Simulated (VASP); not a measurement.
Write the native input for VASP 6.6.1 that does the following.

```yaml
Task: single point
Functional: PBEsol
Potentials_or_basis: VASP PAW PBE potentials, release 64 (Mn_pv, S)
Cutoff: 520 eV
k_mesh: 8 × 8 × 4
Occupations: fermi-dirac, width 0.05 eV
Spin: collinear spin, ferromagnetic start
Starting_moments: "[4.0, 4.0, 0.0, 0.0] μB"
Dipole_correction: no
Further_INCAR_settings: ALGO = Normal; EDIFF = 1e-07; NBANDS = 31
```

The structure of MnS lies in POSCAR:

```
MnS
1.0
    4.0311177254      0.0000000000      0.0000000000
   -2.0155588628      3.4910503559      0.0000000000
    0.0000000000      0.0000000000      6.4669237522
Mn S
2 2
Direct
    0.6666666667      0.3333333333      0.4988446700
    0.3333333333      0.6666666667      0.9988446700
    0.3333333333      0.6666666667      0.6261543000
    0.6666666667      0.3333333333      0.1261543000
```

One way to write it, as run:

INCAR

```
PREC = Accurate
ENCUT = 520
EDIFF = 1E-7
ISMEAR = -1
SIGMA = 0.05
LREAL = False
LASPH = True
NELM = 150
ALGO = Normal
ISIF = 2
LWAVE = False
LCHARG = False
ISPIN = 2
MAGMOM = 4 4 0 0
LORBIT = 11
LMAXMIX = 4
GGA = PS
NBANDS = 31
```

KPOINTS

```
Automatic mesh
0
Gamma
  8 8 4
```

Potentials or basis: VASP PAW PBE potentials, release 64 (Mn_pv, S).

Launch:

```console
$ cat potpaw_PBE.64/Mn_pv/POTCAR potpaw_PBE.64/S/POTCAR > POTCAR
$ mpirun -np 1 vasp_std > vasp.out
```

Results of the run:

```json
{"Pressure": "-3.3 GPa", "Largest force": "0.219 eV/Å", "Band gap on the k mesh": "zero (filled and empty bands overlap)", "Net moment": "9.96 μB per cell", "Site moments": "Mn +4.37; S +0.09 μB", "Valence electrons inside the program's atomic spheres": "Mn 11.35; S 3.72"}
```

Caveat: the cell stands under tension; the PAW data sets were made with another functional, which shifts forces and pressure a little; semilocal functionals often make such compounds metallic where correlation or magnetic order opens a gap, which also shifts bond lengths; the run started ferromagnetic, and an antiferromagnetic order may lie lower in energy.

Run time: 78 s on 1 thread of Intel(R) Xeon(R) 6975P-C (Granite Rapids) (shared host), peak memory 0.3 GiB.
